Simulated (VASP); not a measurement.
# Cs (P-1) in VASP: single point with PBE

Aim: the single point of Cs with PBE.

All numbers are computed with VASP 6.6.1; they aren't measurements. Logs are shortened: lines on timing, memory, paths and dates and some standing lists are left out, and cuts for length are marked.

## 1. The cell of the first run

The typed cell holds 1 atom: a = 5.670 Å, b = 5.663 Å, c = 5.679 Å, α = 122.81°, β = 121.98°, γ = 85.88°.

## 2. Single point, PBE

INCAR reads:

```
SYSTEM = Cs
ALGO = Fast
EDIFF = 1E-6
ENCUT = 520
GGA = PE
ISIF = 2
ISMEAR = -1
LASPH = .True.
LCHARG = .False.
LREAL = .False.
LWAVE = .False.
NBANDS = 10
NELM = 60
PREC = Accurate
SIGMA = 0.05
```

KPOINTS reads:

```
k-points
0
Gamma
  6 6 7
  0 0 0
```

POSCAR reads:

```
Cs
1.0
   -2.7154454600      2.7470461000      4.1505364000
    2.7063904000     -2.7491856100      4.1458946800
    2.7223470200      2.7560871700     -4.1519724500
Cs
1
Direct
    0.0000000000      0.0000000000      0.0000000000
```

Potentials or basis: VASP PAW PBE potentials, release 64 (Cs_sv).

Command:

```bash
> cat potpaw_PBE.64/Cs_sv/POTCAR > POTCAR
> mpirun -np 1 vasp_std > vasp.out
```

OUTCAR:

```text
SYSTEM = Cs
   EDIFF = 1E-6
   ENCUT = 520
   GGA = PE
   ISIF = 2
   ISMEAR = -1
   LASPH = .True.
   LREAL = .False.
   NELM = 60
   PREC = Accurate

 ion  position               nearest neighbor table
   1  0.000  0.000  0.000-

  LATTYP: Found a triclinic cell.
 ALAT       =     5.6676907387
 B/A-ratio  =     0.9709664904
 C/A-ratio  =     0.9578407608
 COS(alpha) =     0.0025257022
 COS(beta)  =     0.4785280886
 COS(gamma) =     0.4863121160

  Lattice vectors:

 A1 = (  -2.7132919600,  -2.7539476600,  -4.1444586300)
 A2 = (  -0.0069015600,  -5.5031332700,   0.0014360500)
 A3 = (  -5.4287374200,  -0.0069015600,   0.0060777700)

Analysis of symmetry for initial positions (statically):
=====================================================================
 Subroutine PRICEL returns:
 Original cell was already a primitive cell.

 Routine SETGRP: Setting up the symmetry group for a
 triclinic supercell.

 Subroutine GETGRP returns: Found  2 space group operations
 (whereof  2 operations were pure point group operations)
 out of a pool of  2 trial point group operations.

The static configuration has the point symmetry S_2 .

Analysis of symmetry for dynamics (positions and initial velocities):
=====================================================================
 Subroutine PRICEL returns:
 Original cell was already a primitive cell.

 Routine SETGRP: Setting up the symmetry group for a
 triclinic supercell.

 Subroutine GETGRP returns: Found  2 space group operations
 (whereof  2 operations were pure point group operations)
 out of a pool of  2 trial point group operations.

The dynamic configuration has the point symmetry S_2 .

 Subroutine INISYM returns: Found  2 space group operations
 (whereof  2 operations are pure point group operations),
 and found     1 'primitive' translations

----------------------------------------------------------------------------------------

                                     Primitive cell

  volume of cell :     123.9279

  direct lattice vectors                    reciprocal lattice vectors
    -2.715445460  2.747046100  4.150536400    -0.000096058  0.181746248  0.120580521
     2.706390400 -2.749185610  4.145894680     0.184340317 -0.000199678  0.120734901
     2.722347020  2.756087170 -4.151972450     0.183974450  0.181484001  0.000247599

  length of vectors
     5.669819991  5.663127512  5.678561879     0.218108619  0.220359499  0.258424268

  position of ions in fractional coordinates (direct lattice)
     0.000000000  0.000000000  0.000000000

  ion indices of the primitive-cell ions
   primitive index   ion index
                 1           1

----------------------------------------------------------------------------------------

 KPOINTS: k-points

Automatic generation of k-mesh.
 Grid dimensions read from file:
 generate k-points for:    6    6    7

 Generating k-lattice:

  Cartesian coordinates                     Fractional coordinates (reciprocal lattice)
    -0.000016010  0.030291041  0.020096753     0.166666667 -0.000000000  0.000000000
     0.030723386 -0.000033280  0.020122484     0.000000000  0.166666667  0.000000000
     0.026282064  0.025926286  0.000035371     0.000000000 -0.000000000  0.142857143

  Length of vectors
     0.036351437  0.036726583  0.036917753

  Shift w.r.t. Gamma in fractional coordinates (k-lattice)
     0.000000000  0.000000000  0.000000000

 Subroutine IBZKPT returns following result:
 ===========================================

 Found    128 irreducible k-points:

 Following reciprocal coordinates:
            Coordinates               Weight
  0.000000  0.000000  0.000000      1.000000
  0.166667 -0.000000 -0.000000      2.000000
  0.333333  0.000000 -0.000000      2.000000
  0.500000  0.000000 -0.000000      1.000000
  0.000000  0.166667  0.000000      2.000000
  0.166667  0.166667 -0.000000      2.000000
[... 16 lines left out ...]
  0.333333 -0.000000  0.142857      2.000000
  0.500000  0.000000  0.142857      2.000000
 [... further k-points ...]
   k-points           NKPTS =    128   k-points in BZ     NKDIM =    128   number of bands    NBANDS=     10
   number of dos      NEDOS =    301   number of ions     NIONS =      1
   total plane-waves  NPLWV =  74088
   dimension x,y,z NGX =    42 NGY =   42 NGZ =   42
   dimension x,y,z NGXF=    84 NGYF=   84 NGZF=   84
   ions per type =               1
   NGX,Y,Z   is equivalent  to a cutoff of  12.31, 12.33, 12.30 a.u.
   NGXF,Y,Z  is equivalent  to a cutoff of  24.63, 24.66, 24.59 a.u.
 SYSTEM =  Cs
   PREC   = accura    normal or accurate (medium, high low for compatibility)
   ISTART =      0    job   : 0-new  1-cont  2-samecut
   ICHARG =      2    charge: 1-file 2-atom 10-const
   ISPIN  =      1    spin polarized calculation?
   LNONCOLLINEAR =      F non collinear calculations
   LSORBIT =      F    spin-orbit coupling
   LASPH  =      T    aspherical Exc in radial PAW
   ENCUT  =  520.0 eV  38.22 Ry    6.18 a.u.  10.54 10.53 10.56*2*pi/ulx,y,z
   NELM   =     60;   NELMIN=  2; NELMDL= -5     # of ELM steps
   EDIFF  = 0.1E-05   stopping-criterion for ELM
   LREAL  =      F    real-space projection
   EDIFFG = 0.1E-04   stopping-criterion for IOM
   NSW    =      0    number of steps for IOM
   IBRION =     -1    ionic relax: 0-MD 1-quasi-New 2-CG
   NFREE  =      0    steps in history (QN), initial steepest desc. (CG)
   ISIF   =      2    stress and relaxation
   ISYM   =      2    0-nonsym 1-usesym 2-fastsym
   POTIM  = 0.5000    time-step for ionic-motion
   TEBEG  =    0.0;   TEEND  =   0.0 temperature during run
   PSTRESS=    0.0 pullay stress
   NELECT =       9.0000    total number of electrons
   NUPDOWN=      -1.0000    fix difference up-down
   EMIN   =  10.00;   EMAX   =-10.00  energy-range for DOS
   EFERMI =   0.00;   METHOD = LEGACY
   ISMEAR =    -1;   SIGMA  =   0.05  broadening in eV -4-tet -1-fermi 0-gaus
   EFERMI_NEDOS =   21; number of points for ismear=-14 and -15
   IALGO  =     68    algorithm
   IMIX   =      4    mixing-type and parameters
     AMIX     =   0.40;   BMIX     =  1.00
     AMIX_MAG =   1.60;   BMIX_MAG =  1.00
  volume/ion in A,a.u.               =     123.93       836.31
  Fermi-wavevector in a.u.,A,eV,Ry     =   0.683019  1.290718  6.347319  0.466515
  Thomas-Fermi vector in A             =   1.762261
   LORBIT       =      0    0 simple, 1 ext, 2 COOP (PROOUT), +10 PAW based schemes
   GGA     = PE    functional components
   LHFCALC =     F    Hartree Fock is set to
   AEXX    =    0.0000 exact exchange contribution
   IVDW    =     0    specifies the selected vdW correction
   LEPSILON=     F    determine dielectric tensor
   LRPA    =     F    only Hartree local field effects (RPA)
 non-spin polarized calculation
 RMM-DIIS sequential band-by-band and
  energy-cutoff  :      520.00
  volume of cell :      123.93
 maximum number of plane-waves:      3377
   NGX = 21   NGY = 21   NGZ = 21

 number of electron       9.0000002 magnetization

 Free energy of the ion-electron system (eV)
  ---------------------------------------------------
  ext. energy  EPLUGINS =         0.00000000
  ---------------------------------------------------
  free energy    TOTEN  =        -0.85028749 eV

  energy without entropy =       -0.83826637  energy(sigma->0) =       -0.84427693

 E-fermi :   0.2498     XC(G=0):  -5.2223

 val. band max:        0.2375832688   @ k =   0.1667   0.5000   0.1429
 cond. band min:       0.2558613118   @ k =   0.5000   0.0000  -0.0000
 fundamental gap:      0.0182780430
 Fermi energy:         0.2498357947

 k-point     1 :       0.0000    0.0000    0.0000
  band No.  band energies     occupation
      1     -23.6232      2.00000
      2     -10.3783      2.00000
      3     -10.3779      2.00000
      4     -10.3754      2.00000
      5      -1.3289      2.00000
      6       2.5420      0.00000
      7       2.7255      0.00000
      8       2.8052      0.00000
      9       3.4529      0.00000
     10       3.8956      0.00000

 k-point     2 :       0.1667   -0.0000   -0.0000
  band No.  band energies     occupation
      1     -23.6222      2.00000
      2     -10.4044      2.00000
      3     -10.3827      2.00000
      4     -10.3777      2.00000
      5      -1.0666      2.00000
      6       2.2199      0.00000
      7       2.6569      0.00000
      8       2.9148      0.00000
      9       3.3811      0.00000
     10       3.6965      0.00000

 k-point     3 :       0.3333    0.0000   -0.0000
  band No.  band energies     occupation
      1     -23.6202      2.00000
      2     -10.4558      2.00000
      3     -10.3919      2.00000
      4     -10.3824      2.00000
      5      -0.3765      1.99999
      6       1.5073      0.00000
      7       2.5004      0.00000
      8       2.8557      0.00000
      9       3.8398      0.00000
     10       3.9193      0.00000

 k-point     4 :       0.5000    0.0000   -0.0000
  band No.  band energies     occupation
      1     -23.6191      2.00000
      2     -10.4810      2.00000
      3     -10.3965      2.00000
      4     -10.3847      2.00000
      5       0.2559      0.93982
      6       0.9608      0.00000
      7       2.3812      0.00000
      8       2.7407      0.00000
      9       4.3638      0.00000
     10       4.4236      0.00000
[... 222 lines left out ...]
 k-point    22 :       0.1667   -0.0000    0.1429
  band No.  band energies     occupation
      1     -23.6203      2.00000
      2     -10.4378      2.00000
      3     -10.3940      2.00000
      4     -10.3913      2.00000
      5      -0.5284      2.00000
      6       1.7664      0.00000
      7       2.5159      0.00000
      8       2.8162      0.00000
      9       3.3125      0.00000
     10       3.9521      0.00000

 k-point    23 :       0.3333   -0.0000    0.1429
  band No.  band energies     occupation
      1     -23.6188      2.00000
      2     -10.4719      2.00000
      3     -10.4014      2.00000
      4     -10.3969      2.00000
      5       0.2636      0.86300
      6       1.1192      0.00000
      7       2.2659      0.00000
      8       2.6857      0.00000
      9       3.8964      0.00000
     10       4.3959      0.00000

 k-point    24 :       0.5000    0.0000    0.1429
  band No.  band energies     occupation
      1     -23.6191      2.00000
      2     -10.4653      2.00000
      3     -10.4049      2.00000
      4     -10.3933      2.00000
      5       0.1182      1.86590
      6       1.2672      0.00000
      7       2.2364      0.00000
      8       2.7009      0.00000
      9       3.8516      0.00000
     10       4.3211      0.00000

 [... further k-points ...]

------------------------ aborting loop because EDIFF is reached ----------------------------------------

  FORCE on cell =-STRESS in cart. coord.  units (eV):
  Direction    XX          YY          ZZ          XY          YZ          ZX
  --------------------------------------------------------------------------------------
  -------------------------------------------------------------------------------------
  Total       -0.0473961     -0.0787768     -0.1124020     -0.0067373      0.0109410      0.0115289
  in kB       -0.6127510     -1.0184511     -1.4531674     -0.0871014      0.1414486      0.1490485
  external PRESSURE =      -1.0281232 kB  Pullay stress =       0.0000000 kB

 VOLUME and BASIS-vectors are now :
 -----------------------------------------------------------------------------
  energy-cutoff  :      520.00
  volume of cell :      123.93
      direct lattice vectors                 reciprocal lattice vectors
    -2.715445460  2.747046100  4.150536400    -0.000096058  0.181746248  0.120580521
     2.706390400 -2.749185610  4.145894680     0.184340317 -0.000199678  0.120734901
     2.722347020  2.756087170 -4.151972450     0.183974450  0.181484001  0.000247599

 POSITION                                       TOTAL-FORCE (eV/Angst)
 -----------------------------------------------------------------------------------
      0.00000      0.00000      0.00000         0.000000      0.000000      0.000000
 -----------------------------------------------------------------------------------
    total drift:                               -0.000000      0.000000      0.000000

  FREE ENERGIE OF THE ION-ELECTRON SYSTEM (eV)
  ---------------------------------------------------
  free  energy   TOTEN  =        -0.8502874895 eV

  energy  without entropy=       -0.8382663747  energy(sigma->0) =       -0.84427693
```

Run time: 1.9 min. Hardware: 1 thread of Intel Xeon Platinum 8259CL at 2.50GHz (Skylake/Cascade Lake), shared host; peak memory 0.34 GiB.

Results:

```yaml
Free_energy: -0.8503 eV
Pressure: -0.1 GPa
```

Levels at points of the mesh, in eV from the Fermi level:
```tsv
k point	band 3	band 4	band 5	band 6	band 7	band 8
(0.00, 0.00, 0.00)	-10.63	-10.63	-1.58	2.29	2.48	2.56
(0.50, 0.00, 0.00)	-10.65	-10.63	0.01	0.71	2.13	2.49
(0.00, 0.50, 0.00)	-10.65	-10.64	0.03	0.75	2.16	2.41
(0.50, 0.50, 0.00)	-10.68	-10.66	0.39	1.07	1.48	3.64
```

Caveat: spin-orbit coupling is left out, which moves the levels of the heavy elements.
